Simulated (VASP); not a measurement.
# Ir (Fm-3m) in VASP: single point with r2SCAN

Aim: the single point of Ir with r2SCAN.

All numbers are computed with VASP 6.6.1; they aren't measurements. Logs are shortened: lines on timing, memory, paths and dates and some standing lists are left out, and cuts for length are marked.

**1. The cell of the first run**

The structure is cubic, space group Fm-3m (No. 225). Conventional cell: a = 3.876 Å, b = 3.876 Å, c = 3.876 Å, α = 90.00°, β = 90.00°, γ = 90.00°. Within 3.6 Å of Ir (site symmetry m-3m) lie 12 Ir at 2.74 Å.

**2. Single point, r2SCAN**

File POSCAR:

```
Ir
1.0
    0.0000000000      1.9380890900      1.9380890900
    1.9380890900      0.0000000000      1.9380890900
    1.9380890900      1.9380890900      0.0000000000
Ir
1
Direct
    0.0000000000      0.0000000000      0.0000000000
```

File INCAR.step1:

```
SYSTEM = Ir
ALGO = Normal ; EDIFF = 1E-5
ENCUT = 620 ; GGA = PE
GGA_COMPAT = .False. ; ISMEAR = -1
LASPH = .True. ; LCHARG = .False.
LREAL = .False. ; LWAVE = .True.
NBANDS = 14 ; NELM = 120
PREC = Accurate ; SIGMA = 0.0198
```

File INCAR.step2:

```
SYSTEM = Ir
ALGO = Normal ; EDIFF = 1E-6
ENCUT = 620 ; GGA_COMPAT = .False.
ISIF = 2 ; ISMEAR = -1
ISTART = 1 ; LASPH = .True.
LCHARG = .True. ; LELF = .True.
LMIXTAU = .True. ; LREAL = .False.
LVHAR = .True. ; LWAVE = .False.
METAGGA = R2SCAN ; NBANDS = 14
NELM = 120 ; PREC = Accurate
SIGMA = 0.0198
```

File KPOINTS:

```
k-points
0
Gamma
  12 12 12
  0 0 0
```

Potentials or basis: VASP PAW PBE potentials, release 64 (Ir_sv_GW).

The run is started by

```console
cat potpaw_PBE.64/Ir_sv_GW/POTCAR > POTCAR
cp INCAR.step1 INCAR
mpirun -np 1 vasp_std > vasp.out
cp INCAR.step2 INCAR
mpirun -np 1 vasp_std > vasp.out
```

OUTCAR:

```text
SYSTEM = Ir
   EDIFF = 1E-6
   ENCUT = 620
   ISIF = 2
   ISMEAR = -1
   ISTART = 1
   LASPH = .True.
   LREAL = .False.
   METAGGA = R2SCAN
   NELM = 120
   PREC = Accurate

 ion  position               nearest neighbor table
   1  0.000  0.000  0.000-

  LATTYP: Found a face centered cubic cell.
 ALAT       =     3.8761781800

  Lattice vectors:

 A1 = (   0.0000000000,   1.9380890900,   1.9380890900)
 A2 = (   1.9380890900,   0.0000000000,   1.9380890900)
 A3 = (   1.9380890900,   1.9380890900,   0.0000000000)

Analysis of symmetry for initial positions (statically):
=====================================================================
 Subroutine PRICEL returns:
 Original cell was already a primitive cell.

 Routine SETGRP: Setting up the symmetry group for a
 face centered cubic supercell.

 Subroutine GETGRP returns: Found 48 space group operations
 (whereof 48 operations were pure point group operations)
 out of a pool of 48 trial point group operations.

The static configuration has the point symmetry O_h .

Analysis of symmetry for dynamics (positions and initial velocities):
=====================================================================
 Subroutine PRICEL returns:
 Original cell was already a primitive cell.

 Routine SETGRP: Setting up the symmetry group for a
 face centered cubic supercell.

 Subroutine GETGRP returns: Found 48 space group operations
 (whereof 48 operations were pure point group operations)
 out of a pool of 48 trial point group operations.

The dynamic configuration has the point symmetry O_h .

 Subroutine INISYM returns: Found 48 space group operations
 (whereof 48 operations are pure point group operations),
 and found     1 'primitive' translations

----------------------------------------------------------------------------------------

                                     Primitive cell

  volume of cell :      14.5597

  direct lattice vectors                    reciprocal lattice vectors
     0.000000000  1.938089090  1.938089090    -0.257986076  0.257986076  0.257986076
     1.938089090  0.000000000  1.938089090     0.257986076 -0.257986076  0.257986076
     1.938089090  1.938089090  0.000000000     0.257986076  0.257986076 -0.257986076

  length of vectors
     2.740871876  2.740871876  2.740871876     0.446844992  0.446844992  0.446844992

  position of ions in fractional coordinates (direct lattice)
     0.000000000  0.000000000  0.000000000

  ion indices of the primitive-cell ions
   primitive index   ion index
                 1           1

----------------------------------------------------------------------------------------

 KPOINTS: k-points

Automatic generation of k-mesh.
 Grid dimensions read from file:
 generate k-points for:   12   12   12

 Generating k-lattice:

  Cartesian coordinates                     Fractional coordinates (reciprocal lattice)
    -0.021498840  0.021498840  0.021498840     0.083333333  0.000000000  0.000000000
     0.021498840 -0.021498840  0.021498840     0.000000000  0.083333333  0.000000000
     0.021498840  0.021498840 -0.021498840     0.000000000  0.000000000  0.083333333

  Length of vectors
     0.037237083  0.037237083  0.037237083

  Shift w.r.t. Gamma in fractional coordinates (k-lattice)
     0.000000000  0.000000000  0.000000000

 Subroutine IBZKPT returns following result:
 ===========================================

 Found     72 irreducible k-points:

 Following reciprocal coordinates:
            Coordinates               Weight
  0.000000  0.000000  0.000000      1.000000
  0.083333  0.000000  0.000000      8.000000
  0.166667  0.000000  0.000000      8.000000
  0.250000  0.000000  0.000000      8.000000
  0.333333  0.000000  0.000000      8.000000
  0.416667  0.000000  0.000000      8.000000
[... 16 lines left out ...]
  0.500000  0.166667  0.000000     24.000000
 -0.416667  0.166667  0.000000     24.000000
 [... further k-points ...]
   k-points           NKPTS =     72   k-points in BZ     NKDIM =     72   number of bands    NBANDS=     14
   number of dos      NEDOS =    301   number of ions     NIONS =      1
   total plane-waves  NPLWV =  13824
   dimension x,y,z NGX =    24 NGY =   24 NGZ =   24
   dimension x,y,z NGXF=    48 NGYF=   48 NGZF=   48
   ions per type =               1
   NGX,Y,Z   is equivalent  to a cutoff of  14.56, 14.56, 14.56 a.u.
   NGXF,Y,Z  is equivalent  to a cutoff of  29.11, 29.11, 29.11 a.u.
 SYSTEM =  Ir
   PREC   = accura    normal or accurate (medium, high low for compatibility)
   ISTART =      1    job   : 0-new  1-cont  2-samecut
   ICHARG =      0    charge: 1-file 2-atom 10-const
   ISPIN  =      1    spin polarized calculation?
   LNONCOLLINEAR =      F non collinear calculations
   LSORBIT =      F    spin-orbit coupling
   LASPH  =      T    aspherical Exc in radial PAW
   ENCUT  =  620.0 eV  45.57 Ry    6.75 a.u.   5.56  5.56  5.56*2*pi/ulx,y,z
   NELM   =    120;   NELMIN=  2; NELMDL=  0     # of ELM steps
   EDIFF  = 0.1E-05   stopping-criterion for ELM
   LREAL  =      F    real-space projection
   EDIFFG = 0.1E-04   stopping-criterion for IOM
   NSW    =      0    number of steps for IOM
   IBRION =     -1    ionic relax: 0-MD 1-quasi-New 2-CG
   NFREE  =      0    steps in history (QN), initial steepest desc. (CG)
   ISIF   =      2    stress and relaxation
   ISYM   =      2    0-nonsym 1-usesym 2-fastsym
   POTIM  = 0.5000    time-step for ionic-motion
   TEBEG  =    0.0;   TEEND  =   0.0 temperature during run
   PSTRESS=    0.0 pullay stress
   NELECT =      17.0000    total number of electrons
   NUPDOWN=      -1.0000    fix difference up-down
   EMIN   =  10.00;   EMAX   =-10.00  energy-range for DOS
   EFERMI =   0.00;   METHOD = LEGACY
   ISMEAR =    -1;   SIGMA  =   0.02  broadening in eV -4-tet -1-fermi 0-gaus
   EFERMI_NEDOS =   21; number of points for ismear=-14 and -15
   IALGO  =     38    algorithm
   IMIX   =      4    mixing-type and parameters
     AMIX     =   0.40;   BMIX     =  1.00
     AMIX_MAG =   1.60;   BMIX_MAG =  1.00
  volume/ion in A,a.u.               =      14.56        98.25
  Fermi-wavevector in a.u.,A,eV,Ry     =   1.723881  3.257664 40.433349  2.971767
  Thomas-Fermi vector in A             =   2.799675
   LORBIT       =      0    0 simple, 1 ext, 2 COOP (PROOUT), +10 PAW based schemes
   METAGGA = R2SCAN    functional components
   LHFCALC =     F    Hartree Fock is set to
   AEXX    =    0.0000 exact exchange contribution
   IVDW    =     0    specifies the selected vdW correction
   LEPSILON=     F    determine dielectric tensor
   LRPA    =     F    only Hartree local field effects (RPA)
 non-spin polarized calculation
  energy-cutoff  :      620.00
  volume of cell :       14.56
 maximum number of plane-waves:       532
 NGX is ok and might be reduce to    24
   NGX = 11   NGY = 11   NGZ = 11

 number of electron      17.0000000 magnetization

 Free energy of the ion-electron system (eV)
  ---------------------------------------------------
  ext. energy  EPLUGINS =         0.00000000
  ---------------------------------------------------
  free energy    TOTEN  =       -52.91449331 eV

  energy without entropy =      -52.91375785  energy(sigma->0) =      -52.91412558

 E-fermi :  12.1395     XC(G=0): -15.6876

 val. band max:       12.1254588801   @ k =  -0.2500   0.0833   0.0000
 cond. band min:      12.1541386353   @ k =  -0.3333   0.3333   0.0000
 fundamental gap:      0.0286797552
 Fermi energy:        12.1394639597

 k-point     1 :       0.0000    0.0000    0.0000
  band No.  band energies     occupation
      1     -82.8698      2.00000
      2     -38.6924      2.00000
      3     -38.6924      2.00000
      4     -38.6924      2.00000
      5       0.9180      2.00000
      6       8.2807      2.00000
      7       8.2807      2.00000
      8       8.2807      2.00000
      9      10.8667      2.00000
     10      10.8667      2.00000
     11      26.4666      0.00000
     12      32.0935      0.00000
     13      32.0935      0.00000
     14      32.0935      0.00000

 k-point     2 :       0.0833    0.0000    0.0000
  band No.  band energies     occupation
      1     -82.8654      2.00000
      2     -38.7454      2.00000
      3     -38.6997      2.00000
      4     -38.6997      2.00000
      5       1.2301      2.00000
      6       8.1200      2.00000
      7       8.4095      2.00000
      8       8.4095      2.00000
      9      10.7880      2.00000
     10      10.7880      2.00000
     11      26.9926      0.00000
     12      30.8324      0.00000
     13      32.6072      0.00000
     14      32.6072      0.00000

 k-point     3 :       0.1667    0.0000    0.0000
  band No.  band energies     occupation
      1     -82.8533      2.00000
      2     -38.8884      2.00000
      3     -38.7195      2.00000
      4     -38.7195      2.00000
      5       2.0868      2.00000
      6       7.7965      2.00000
      7       8.6670      2.00000
      8       8.6670      2.00000
      9      10.7196      2.00000
     10      10.7196      2.00000
     11      28.1612      0.00000
     12      28.7165      0.00000
     13      34.0561      0.00000
     14      34.0561      0.00000
[... 324 lines left out ...]
 k-point    23 :       0.5000    0.1667    0.0000
  band No.  band energies     occupation
      1     -82.7988      2.00000
      2     -39.3789      2.00000
      3     -38.9138      2.00000
      4     -38.8442      2.00000
      5       4.8971      2.00000
      6       7.3688      2.00000
      7       8.8300      2.00000
      8       9.0660      2.00000
      9      13.0736      0.00000
     10      15.3630      0.00000
     11      19.8439      0.00000
     12      27.8739      0.00000
     13      30.6153      0.00000
     14      31.1742      0.00000

 k-point    24 :      -0.4167    0.1667    0.0000
  band No.  band energies     occupation
      1     -82.7979      2.00000
      2     -39.3857      2.00000
      3     -38.9391      2.00000
      4     -38.8286      2.00000
      5       4.9655      2.00000
      6       7.3945      2.00000
      7       8.9508      2.00000
      8       9.1734      2.00000
      9      12.5612      0.00000
     10      15.9689      0.00000
     11      19.5003      0.00000
     12      27.6849      0.00000
     13      29.8662      0.00000
     14      31.8393      0.00000

 [... further k-points ...]

------------------------ aborting loop because EDIFF is reached ----------------------------------------

  FORCE on cell =-STRESS in cart. coord.  units (eV):
  Direction    XX          YY          ZZ          XY          YZ          ZX
  --------------------------------------------------------------------------------------
  -------------------------------------------------------------------------------------
  Total       -0.9213973     -0.9213973     -0.9213973     -0.0000000     -0.0000000     -0.0000000
  in kB     -101.3926170   -101.3926170   -101.3926170     -0.0000000     -0.0000000     -0.0000000
  external PRESSURE =    -101.3926170 kB  Pullay stress =       0.0000000 kB

 VOLUME and BASIS-vectors are now :
 -----------------------------------------------------------------------------
  energy-cutoff  :      620.00
  volume of cell :       14.56
      direct lattice vectors                 reciprocal lattice vectors
     0.000000000  1.938089090  1.938089090    -0.257986076  0.257986076  0.257986076
     1.938089090  0.000000000  1.938089090     0.257986076 -0.257986076  0.257986076
     1.938089090  1.938089090  0.000000000     0.257986076  0.257986076 -0.257986076

 POSITION                                       TOTAL-FORCE (eV/Angst)
 -----------------------------------------------------------------------------------
      0.00000      0.00000      0.00000         0.000000      0.000000     -0.000000
 -----------------------------------------------------------------------------------
    total drift:                               -0.000000      0.000000      0.000000

  FREE ENERGIE OF THE ION-ELECTRON SYSTEM (eV)
  ---------------------------------------------------
  free  energy   TOTEN  =       -52.9144933144 eV

  energy  without entropy=      -52.9137578525  energy(sigma->0) =      -52.91412558
```

Wall time 72 s (1 thread of AMD EPYC 7R13 (Zen 3), shared host); peak memory 0.13 GiB.

Results:

```yaml
Free_energy: -52.9145 eV
Pressure: -10.1 GPa
Band_gap_on_the_k_mesh: zero (an odd number of electrons rules out a gap without spin polarisation)
```

Caveat: the cell stands under tension; the PAW data sets were made with another functional, which shifts forces and pressure a little; spin-orbit coupling is left out, which moves the levels of the heavy elements.

The gap in the log of VASP goes by the Fermi energy; the results here count the filled bands.